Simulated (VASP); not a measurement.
# Al4Co (I4/m) in VASP: relaxation of cell and atoms with PBE

Aim: the relaxation of cell and atoms of Al4Co with PBE.

Program: VASP 6.6.1. These are calculated values, not measurements. Logs are shortened: lines on timing, memory, paths and dates and some standing lists are left out, and cuts for length are marked.

## (1) The cell of the first run

Symmetry: I4/m, No. 87, tetragonal system. The conventional cell has a = 6.035 Å, b = 6.035 Å, c = 3.817 Å, α = 90.00°, β = 90.00°, γ = 90.00°. Al (site symmetry m) has 9 Al at 2.70 Å and 3 Co at 2.70 Å within 3.6 Å. Co (site symmetry 4/m) has 12 Al at 2.70 Å within 3.6 Å.

## (2) Relaxation of cell and atoms, PBE, collinear spin, ferromagnetic start

The input, INCAR:

```
PREC     = Accurate       # precision mode
ENCUT    = 600            # plane-wave cutoff, eV
EDIFF    = 1E-7           # SCF threshold, eV
ISMEAR   = 0              # smearing method
SIGMA    = 0.2            # smearing width, eV
LREAL    = False          # projectors in reciprocal space
LASPH    = True           # aspherical terms in the spheres
NELM     = 150            # most SCF steps
ALGO     = Normal         # electronic algorithm
ISIF     = 3              # what is computed and relaxed
LWAVE    = False          # write WAVECAR
LCHARG   = False          # write CHGCAR
ISPIN    = 2              # spin polarisation
MAGMOM   = 0 0 0 0 3      # initial moments
LORBIT   = 11             # projections on sites
LMAXMIX  = 4              # l up to which the mixer works
GGA      = PE             # functional
IBRION   = 2              # ionic algorithm
NSW      = 36             # ionic steps
EDIFFG   = -0.08          # ionic threshold
```

The input, KPOINTS:

```
regular mesh
0
Gamma
  5 5 5
```

The input, POSCAR:

```
Al4Co
1.0
   -3.0175000000      3.0175000000      1.9085000000
    3.0175000000     -3.0175000000      1.9085000000
    3.0175000000      3.0175000000     -1.9085000000
Al Co
4 1
Direct
    0.6000000000      0.2000000000      0.8000000000
    0.4000000000      0.8000000000      0.2000000000
    0.8000000000      0.6000000000      0.4000000000
    0.2000000000      0.4000000000      0.6000000000
    0.0000000000      0.0000000000      0.0000000000
```

Potentials or basis: VASP PAW PBE potentials, release 64 (Al, Co).

The run is started by

```console
$ cat potpaw_PBE.64/Al/POTCAR potpaw_PBE.64/Co/POTCAR > POTCAR
$ mpirun -np 1 vasp_std > vasp.out
```

OUTCAR:

```text
PREC = Accurate
   ENCUT = 600
   EDIFF = 1E-7
   ISMEAR = 0
   LREAL = False
   LASPH = True
   NELM = 150
   ISIF = 3
   ISPIN = 2
   LORBIT = 11
   GGA = PE
   IBRION = 2
   NSW = 36
   EDIFFG = -0.08

 ion  position               nearest neighbor table
   1  0.600  0.200  0.800-   4 2.70   2 2.70   5 2.70   3 2.70   3 2.70   5 2.70   2 2.70   4 2.70
                             3 2.70   5 2.70   4 2.70   2 2.70
   2  0.400  0.800  0.200-   3 2.70   1 2.70   5 2.70   4 2.70   4 2.70   5 2.70   3 2.70   1 2.70
                             4 2.70   5 2.70   3 2.70   1 2.70
   3  0.800  0.600  0.400-   2 2.70   5 2.70   1 2.70   4 2.70   4 2.70   4 2.70   1 2.70   5 2.70
                             5 2.70   2 2.70   1 2.70   2 2.70
   4  0.200  0.400  0.600-   1 2.70   5 2.70   2 2.70   3 2.70   3 2.70   3 2.70   5 2.70   2 2.70
                             5 2.70   1 2.70   2 2.70   1 2.70
   5  0.000  0.000  0.000-   4 2.70   3 2.70   2 2.70   1 2.70   3 2.70   4 2.70   3 2.70   4 2.70
                             1 2.70   2 2.70   2 2.70   1 2.70

  LATTYP: Found a body centered tetragonal cell.
 ALAT       =     6.0350000000
 C/A-ratio  =     0.6324772162

  Lattice vectors:

 A1 = (  -3.0175000000,   3.0175000000,   1.9085000000)
 A2 = (   3.0175000000,  -3.0175000000,   1.9085000000)
 A3 = (   3.0175000000,   3.0175000000,  -1.9085000000)

Analysis of symmetry for initial positions (statically):
=====================================================================
 Subroutine PRICEL returns:
 Original cell was already a primitive cell.

 Routine SETGRP: Setting up the symmetry group for a
 body centered tetragonal supercell.

 Subroutine GETGRP returns: Found  8 space group operations
 (whereof  8 operations were pure point group operations)
 out of a pool of 16 trial point group operations.

The static configuration has the point symmetry C_4h.

Analysis of symmetry for dynamics (positions and initial velocities):
=====================================================================
 Subroutine PRICEL returns:
 Original cell was already a primitive cell.

 Routine SETGRP: Setting up the symmetry group for a
 body centered tetragonal supercell.

 Subroutine GETGRP returns: Found  8 space group operations
 (whereof  8 operations were pure point group operations)
 out of a pool of 16 trial point group operations.

The dynamic configuration has the point symmetry C_4h.

Analysis of structural, dynamic, and magnetic symmetry:
=====================================================================
 Subroutine PRICEL returns:
 Original cell was already a primitive cell.

 Routine SETGRP: Setting up the symmetry group for a
 body centered tetragonal supercell.

 Subroutine GETGRP returns: Found  8 space group operations
 (whereof  8 operations were pure point group operations)
 out of a pool of 16 trial point group operations.

The overall configuration has the point symmetry C_4h.

 Subroutine INISYM returns: Found  8 space group operations
 (whereof  8 operations are pure point group operations),
 and found     1 'primitive' translations

----------------------------------------------------------------------------------------

                                     Primitive cell

  volume of cell :      69.5099

  direct lattice vectors                    reciprocal lattice vectors
    -3.017500000  3.017500000  1.908500000     0.000000000  0.165700083  0.261985853
     3.017500000 -3.017500000  1.908500000     0.165700083  0.000000000  0.261985853
     3.017500000  3.017500000 -1.908500000     0.165700083  0.165700083  0.000000000

  length of vectors
     4.674717612  4.674717612  4.674717612     0.309988878  0.309988878  0.234335304

  position of ions in fractional coordinates (direct lattice)
     0.600000000  0.200000000  0.800000000
     0.400000000  0.800000000  0.200000000
     0.800000000  0.600000000  0.400000000
     0.200000000  0.400000000  0.600000000
     0.000000000  0.000000000  0.000000000

  ion indices of the primitive-cell ions
   primitive index   ion index
                 1           1
                 2           2
                 3           3
                 4           4
                 5           5

----------------------------------------------------------------------------------------

 KPOINTS: regular mesh

Automatic generation of k-mesh.
 Grid dimensions read from file:
 generate k-points for:    5    5    5

 Generating k-lattice:

  Cartesian coordinates                     Fractional coordinates (reciprocal lattice)
     0.000000000  0.033140017  0.052397171     0.200000000  0.000000000 -0.000000000
     0.033140017  0.000000000  0.052397171     0.000000000  0.200000000 -0.000000000
     0.033140017  0.033140017  0.000000000     0.000000000  0.000000000  0.200000000

  Length of vectors
     0.061997776  0.061997776  0.046867061

  Shift w.r.t. Gamma in fractional coordinates (k-lattice)
     0.000000000  0.000000000  0.000000000

 Subroutine IBZKPT returns following result:
 ===========================================

 Found     21 irreducible k-points:

 Following reciprocal coordinates:
            Coordinates               Weight
  0.000000  0.000000  0.000000      1.000000
  0.200000 -0.000000  0.000000      8.000000
  0.400000 -0.000000  0.000000      8.000000
  0.200000  0.200000  0.000000      8.000000
  0.400000  0.200000  0.000000      8.000000
 -0.200000 -0.400000 -0.000000      8.000000
[... 13 lines left out ...]
 -0.400000  0.400000  0.400000      4.000000
 -0.400000 -0.400000  0.400000      2.000000
   k-points           NKPTS =     21   k-points in BZ     NKDIM =     21   number of bands    NBANDS=     16
   number of dos      NEDOS =    301   number of ions     NIONS =      5
   total plane-waves  NPLWV =  64000
   dimension x,y,z NGX =    40 NGY =   40 NGZ =   40
   dimension x,y,z NGXF=    80 NGYF=   80 NGZF=   80
   ions per type =               4   1
   NGX,Y,Z   is equivalent  to a cutoff of  14.23, 14.23, 14.23 a.u.
   NGXF,Y,Z  is equivalent  to a cutoff of  28.45, 28.45, 28.45 a.u.
 SYSTEM =  unknown system
   PREC   = accura    normal or accurate (medium, high low for compatibility)
   ISTART =      0    job   : 0-new  1-cont  2-samecut
   ICHARG =      2    charge: 1-file 2-atom 10-const
   ISPIN  =      2    spin polarized calculation?
   LNONCOLLINEAR =      F non collinear calculations
   LSORBIT =      F    spin-orbit coupling
   LASPH  =      T    aspherical Exc in radial PAW
   ENCUT  =  600.0 eV  44.10 Ry    6.64 a.u.   9.34  9.34  9.34*2*pi/ulx,y,z
   NELM   =    150;   NELMIN=  2; NELMDL= -5     # of ELM steps
   EDIFF  = 0.1E-06   stopping-criterion for ELM
   LREAL  =      F    real-space projection
   EDIFFG = -.8E-01   stopping-criterion for IOM
   NSW    =     36    number of steps for IOM
   IBRION =      2    ionic relax: 0-MD 1-quasi-New 2-CG
   NFREE  =      1    steps in history (QN), initial steepest desc. (CG)
   ISIF   =      3    stress and relaxation
   ISYM   =      2    0-nonsym 1-usesym 2-fastsym
   POTIM  = 0.5000    time-step for ionic-motion
   TEBEG  =    0.0;   TEEND  =   0.0 temperature during run
   PSTRESS=    0.0 pullay stress
   NELECT =      21.0000    total number of electrons
   NUPDOWN=      -1.0000    fix difference up-down
   EMIN   =  10.00;   EMAX   =-10.00  energy-range for DOS
   EFERMI =   0.00;   METHOD = LEGACY
   ISMEAR =     0;   SIGMA  =   0.20  broadening in eV -4-tet -1-fermi 0-gaus
   EFERMI_NEDOS =   21; number of points for ismear=-14 and -15
   IALGO  =     38    algorithm
   IMIX   =      4    mixing-type and parameters
     AMIX     =   0.40;   BMIX     =  1.00
     AMIX_MAG =   1.60;   BMIX_MAG =  1.00
  volume/ion in A,a.u.               =      13.90        93.82
  Fermi-wavevector in a.u.,A,eV,Ry     =   1.098497  2.075859 16.418102  1.206696
  Thomas-Fermi vector in A             =   2.234876
   LORBIT       =     11    0 simple, 1 ext, 2 COOP (PROOUT), +10 PAW based schemes
   GGA     = PE    functional components
   LHFCALC =     F    Hartree Fock is set to
   AEXX    =    0.0000 exact exchange contribution
   IVDW    =     0    specifies the selected vdW correction
   LEPSILON=     F    determine dielectric tensor
   LRPA    =     F    only Hartree local field effects (RPA)
 conjugate gradient relaxation of ions
 spin polarized calculation
 Gauss-broadening in eV      SIGMA  =   0.20
  energy-cutoff  :      600.00
  volume of cell :       69.51
 maximum number of plane-waves:      2336
 NGX is ok and might be reduce to    40
   NGX = 19   NGY = 19   NGZ = 19

--------------------------------------- Ionic step        1  -------------------------------------------

 number of electron      20.9999997 magnetization      -0.0005347

 number of electron      20.9999997 magnetization       0.0004162

 Free energy of the ion-electron system (eV)
  ---------------------------------------------------
  ext. energy  EPLUGINS =         0.00000000
  ---------------------------------------------------
  free energy    TOTEN  =       -22.76696902 eV

  energy without entropy =      -22.72530498  energy(sigma->0) =      -22.74613700

------------------------ aborting loop because EDIFF is reached ----------------------------------------

  FORCE on cell =-STRESS in cart. coord.  units (eV):
  Direction    XX          YY          ZZ          XY          YZ          ZX
  --------------------------------------------------------------------------------------
  -------------------------------------------------------------------------------------
  Total        1.6499152      1.6499152      0.2926677      0.0000001      0.0000000      0.0000000
  in kB       38.0299267     38.0299267      6.7458809      0.0000013      0.0000000      0.0000000
  external PRESSURE =      27.6019114 kB  Pullay stress =       0.0000000 kB
[... 108 lines left out ...]
--------------------------------------- Ionic step        4  -------------------------------------------

 number of electron      21.0000003 magnetization      -0.0000002

 number of electron      21.0000003 magnetization       0.0000004

 Free energy of the ion-electron system (eV)
  ---------------------------------------------------
  ext. energy  EPLUGINS =         0.00000000
  ---------------------------------------------------
  free energy    TOTEN  =       -22.83534107 eV

  energy without entropy =      -22.78225561  energy(sigma->0) =      -22.80879834

 E-fermi :   9.0674     XC(G=0): -10.9680

 val. band max:        9.0630963570   @ k =   0.2000  -0.0000   0.0000
 cond. band min:       9.1274260010   @ k =   0.4000  -0.0000   0.0000
 fundamental gap:      0.0643296441
 Fermi energy:         9.0673835874

 spin component 1

 k-point     1 :       0.0000    0.0000    0.0000
  band No.  band energies     occupation
      1      -2.3049      1.00000
      2       4.1654      1.00000
      3       5.3251      1.00000
      4       5.4943      1.00000
      5       5.4943      1.00000
      6       7.0023      1.00000
[... 8 lines left out ...]
     15      11.9148      0.00000
     16      11.9994      0.00000
[... 362 lines left out ...]
 k-point    21 :      -0.4000   -0.4000    0.4000
  band No.  band energies     occupation
      1       1.4915      1.00000
      2       1.7829      1.00000
      3       1.7829      1.00000
      4       2.7880      1.00000
      5       4.2030      1.00000
      6       7.3267      1.00000
[... 8 lines left out ...]
     15      12.7950      0.00000
     16      16.0397      0.00000
 Fermi energy:         9.0673835874

 spin component 2

 k-point     1 :       0.0000    0.0000    0.0000
  band No.  band energies     occupation
      1      -2.3049      1.00000
      2       4.1654      1.00000
      3       5.3251      1.00000
      4       5.4943      1.00000
      5       5.4943      1.00000
      6       7.0023      1.00000
[... 8 lines left out ...]
     15      11.9148      0.00000
     16      11.9994      0.00000
[... 410 lines left out ...]
  FREE ENERGIE OF THE ION-ELECTRON SYSTEM (eV)
  ---------------------------------------------------
  free  energy   TOTEN  =       -22.8353410674 eV

  energy  without entropy=      -22.7822556090  energy(sigma->0) =      -22.80879834

 reached required accuracy - stopping structural energy minimisation

 total charge

# of ion       s       p       d       tot
------------------------------------------
    1        0.408   0.389   0.000   0.797
    2        0.408   0.389   0.000   0.797
    3        0.408   0.389   0.000   0.797
    4        0.408   0.389   0.000   0.797
    5        0.413   0.406   7.384   8.203
--------------------------------------------------
tot          2.045   1.962   7.384  11.390

 magnetization (x)

# of ion       s       p       d       tot
------------------------------------------
    1        0.000   0.000   0.000   0.000
    2        0.000   0.000   0.000   0.000
    3        0.000   0.000   0.000   0.000
    4        0.000   0.000   0.000   0.000
    5       -0.000  -0.000  -0.000  -0.000
--------------------------------------------------
tot          0.000   0.000  -0.000  -0.000
```

Wall time 3.7 min (1 thread of AMD EPYC 9R45 (Zen 5), shared host); peak memory 0.27 GiB.

Results:

```
Free energy                                           : -22.8353 eV
Relaxed volume                                        : 14.22 Å³/atom
Relaxed cell                                          : a = 4.727 Å, b = 4.727 Å, c = 4.727 Å, α = 99.26°, β = 99.26°, γ = 132.69°
Space group after relaxing (to 0.1 Å)                 : I4/m (No. 87)
Energy gained by relaxing                             : 13.7 meV/atom
Ionic steps                                           : 4
Pressure after relaxing                               : 0.1 GPa
Largest force after relaxing                          : 0.006 eV/Å
Net moment                                            : 0.00 μB per cell
Valence electrons inside the program's atomic spheres : Al 0.80; Co 8.20
```

Forces on the atoms (eV/Å):
```
Al   0.000  0.006  0.000
Al   0.000 -0.006  0.000
Al   0.006  0.000  0.000
Al  -0.006  0.000  0.000
Co   0.000  0.000  0.000
```

The path:
| step | energy change (eV) | largest force (eV/Å) | pressure (GPa) | volume (Å³) |
| --- | --- | --- | --- | --- |
| 1 | 0.0000 | 0.5682 | 2.76 | 69.51 |
| 2 | -0.0588 | 0.1802 | -1.25 | 71.94 |
| 3 | -0.0590 | 0.1637 | -1.43 | 72.07 |
| 4 | -0.0684 | 0.0055 | 0.13 | 71.12 |

Final structure:
```yaml
crystal:
  lattice:
    - [-3.06182, 3.06182, 1.89668]
    - [3.06182, -3.06182, 1.89668]
    - [3.06182, 3.06182, -1.89668]
  atoms:
    - { symbol: Al, position: [0.60457, 0.20503, 0.80960] }
    - { symbol: Al, position: [0.39543, 0.79497, 0.19040] }
    - { symbol: Al, position: [0.79497, 0.60457, 0.39954] }
    - { symbol: Al, position: [0.20503, 0.39543, 0.60046] }
    - { symbol: Co, position: [0.00000, 0.00000, 0.00000] }
```

Caveat: the k points lie up to 0.39 Å⁻¹ apart in the final cell; the moments typed at the start vanished in this run.
